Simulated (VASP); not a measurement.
A run of VASP 6.6.1 is set up as follows.

INCAR

```
  PREC = Accurate
  ENCUT = 520
  EDIFF = 1E-7
  ISMEAR = -1
  SIGMA = 0.05
  LREAL = F
  LASPH = T
  NELM = 100
  ALGO = Normal
  ISIF = 2
  LWAVE = F
  LCHARG = T
  GGA = PS
  LELF = T
  LVHAR = T
  NBANDS = 18
```

File KPOINTS:

```
regular mesh
0
Gamma
  8 8 5
```

POSCAR

```
PtSe2
1.0
    3.7584496597      0.0000000000      0.0000000000
   -1.8792248299      3.2549128842      0.0000000000
    0.0000000000      0.0000000000      4.8425293915
Pt Se
1 2
Direct
    0.0000000000      0.0000000000      0.0000000000
    0.6666666667      0.3333333333      0.7375522839
    0.3333333333      0.6666666667      0.2624477161
```

Potentials or basis: VASP PAW PBE potentials, release 64 (Pt, Se).

Launch:

```sh
$ cat potpaw_PBE.64/Pt/POTCAR potpaw_PBE.64/Se/POTCAR > POTCAR
$ mpirun -np 1 vasp_std > vasp.out
```

(1) What does it give for the band gap on the k mesh?

(2) What does it give for the pressure?

(3) Predict the largest force.

Results:

(1) zero (bands 11 and 12 overlap by 0.79 eV).

(2) 0.2 GPa.

(3) 0.021 eV/Å.

Caveat: the PAW data sets were made with another functional, which shifts forces and pressure a little; spin-orbit coupling is left out, which moves the levels of the heavy elements.
